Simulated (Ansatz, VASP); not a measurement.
FeO: VASP beside Ansatz

INCAR

```
SYSTEM = FeO
ALGO = Normal
EDIFF = 1E-7
ENCUT = 520
GGA = PE
ISIF = 2
ISMEAR = -1
ISPIN = 2
LASPH = .TRUE.
LCHARG = .FALSE.
LMAXMIX = 4
LORBIT = 11
LREAL = .FALSE.
LWAVE = .FALSE.
MAGMOM = 3 0
NBANDS = 18
NELM = 150
PREC = Accurate
SIGMA = 0.05
```

KPOINTS

```
k-points
0
G
  19 19 19
  0 0 0
```

File POSCAR:

```
FeO
1.0
    0.0000000000      2.1554000000      2.1554000000
    2.1554000000      0.0000000000      2.1554000000
    2.1554000000      2.1554000000      0.0000000000
Fe O
1 1
Direct
    0.0000000000      0.0000000000      0.0000000000
    0.5000000000      0.5000000000      0.5000000000
```

File input.yaml:

```yaml
crystal:
  lattice:
    - [0.0, 2.1554, 2.1554]
    - [2.1554, 0.0, 2.1554]
    - [2.1554, 2.1554, 0.0]
  atoms:
    - { symbol: Fe, position: [0.0, 0.0, 0.0], spin: 3.0 }
    - { symbol: O, position: [0.5, 0.5, 0.5] }
hamiltonian:
  xc: pbe
  pseudopotentials: { kind: paw }
magnetization:
  spin_polarized: true
kpoints:
  mp_grid: { grid: [19, 19, 19] }
scf:
  occupations: { method: fermi_dirac, width: 0.05 }
output:
  forces: true
  stress: true
  eigenvalues: true
```

Alike in both runs: task single point; functional PBE; k mesh 19 × 19 × 19; occupations fermi-dirac, width 0.05 eV; collinear spin.

|  | VASP | Ansatz |
| --- | --- | --- |
| version | VASP 6.6.1 | Ansatz 0.2.0 |
| potentials or method | VASP PAW PBE potentials, release 64 (Fe, O) | Ansatz PAW |
| plane-wave cutoff (eV) | 520 | 420 |
| valence electrons in the cell | 14 | 22 |

|  | VASP | Ansatz | Ansatz less VASP |
| --- | --- | --- | --- |
| gap on the k mesh at the Fermi level (eV) | none | none | - |
| pressure (GPa) | -0.1 | -0.2 | -0.12 |
| net moment per atom (μB) | 2.00 | 2.00 | 0.000 |
| size of the moment on the site where the two differ most (μB) | 3.62 | 3.45 | -0.169 |

Site moments also hang on the region over which each program counts them. A gap of «none» marks a metal or a gap that the smearing closes. The functional is the same, so the differences come from potentials, cutoffs and numerics. VASP's potentials hold 14 valence electrons a cell and Ansatz's 22, so a difference there can come from the potentials and not from the codes.
